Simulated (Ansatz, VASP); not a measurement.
**One calculation of ZnSe, two programs**

```
Zn Se
1.0
     0.00000    2.84487    2.79043
     2.84487    0.00000    2.79043
     2.84487    2.84487    0.00000
Zn Se
1 1
Cartesian
  0.0000 0.0000 0.0000
  1.4224 1.4224 1.3952
```

Change from the starting cell: strained cell.

Alike in both runs: functional PBEsol; k mesh 8 × 8 × 8; occupations gaussian, width 0.02 eV; no spin polarisation.

Ansatz relaxed the structure, and its values are those at the end. VASP's run is a single point on that final structure, the one shown.

|  | VASP | Ansatz |
| --- | --- | --- |
| version | VASP 6.6.1 | Ansatz 0.2.0 |
| potentials or method | VASP PAW PBE potentials, release 64 (Zn, Se), cutoff 500 eV | scalar-relativistic, plane waves, PAW |
| valence electrons in the cell | 18 | 28 |

```tsv
	VASP	Ansatz	Ansatz less VASP
gap on the k mesh at the Fermi level (eV)	1.15	1.15	-0.007
least direct gap on the mesh (eV)	1.15	1.15	-0.007
pressure (GPa)	-0.4	-0.7	-0.24
```

VASP's potentials were made for PBE, not for PBEsol, and Ansatz warns of the same on its side. VASP's potentials hold 18 valence electrons a cell and Ansatz's 28, so a difference there can come from the potentials and not from the codes. Ansatz's warnings: stress scf threshold loose.
